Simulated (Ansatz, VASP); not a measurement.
# Sb: VASP beside Ansatz

File INCAR:

```
PREC = Accurate ; ENCUT = 520
EDIFF = 1E-7 ; ISMEAR = -1
SIGMA = 0.05 ; LREAL = F
LASPH = T ; NELM = 80
ALGO = Normal ; ISIF = 2
LWAVE = F ; LCHARG = T
GGA = PS ; LELF = T
LVHAR = T ; NBANDS = 12
```

Contents of KPOINTS:

```
regular mesh
0
Gamma
  9 6 6
```

The input POSCAR:

```
Sb
1.0
    3.1224020000      0.0000000000      0.0000000000
    0.0000000000      4.3475180000      0.0000000000
   -0.0389150000      0.0000000000      4.4058520000
Sb
2
Direct
    0.0121760000      0.2614880000      0.2426090000
    1.0015420000      0.7464850000      0.7653540000
```

Contents of input.yaml:

```yaml
crystal:
  lattice:
    - [3.122402, 0.0, 0.0]
    - [0.0, 4.347518, 0.0]
    - [-0.038915, 0.0, 4.405852]
  atoms:
    - { symbol: Sb, position: [0.012176, 0.261488, 0.242609] }
    - { symbol: Sb, position: [1.001542, 0.746485, 0.765354] }
kpoints:
  mp_grid: { grid: [9, 6, 6] }
scf:
  occupations: { method: fermi_dirac, width: 0.05 }
hamiltonian:
  xc: pbesol
  pseudopotentials: { kind: all_electron, lapw: { basis_error: 0.001 } }
output:
  forces: true
  stress: true
  eigenvalues: true
  populations: true
```

Change from the starting cell: atoms moved at random, drawn with an rms of 0.05 Å.

Alike in both runs: task single point; functional PBEsol; k mesh 9 × 6 × 6; occupations fermi-dirac, width 0.05 eV; no spin polarisation.

```csv
,VASP,Ansatz
version,VASP 6.6.1,Ansatz 0.2.0
potentials or method,"VASP PAW PBE potentials, release 64 (Sb), cutoff 520 eV","all-electron LAPW, scalar-relativistic"
```

Ansatz gave:

| Quantity | Value |
| --- | --- |
| gap on the k mesh at the Fermi level (eV) | none |
| pressure (GPa) | -2.0 |
| traceless stress, the component that is largest in VASP (GPa) | 0.49 |
| rms of the force components (eV/Å) | 0.056 |

Task: Which values does VASP return?

Result: gap on the k mesh at the Fermi level (eV): none; pressure (GPa): -1.9; traceless stress, the component that is largest in VASP (GPa): 0.47; rms of the force components (eV/Å): 0.064.

VASP's potentials were made for PBE, not for PBEsol. Atom by atom the forces differ by 0.009 eV/Å (rms over components). A gap of «none» marks a metal or a gap that the smearing closes. Ansatz ran all-electron here, and VASP with PAW potentials.

Spin-orbit coupling is off throughout.
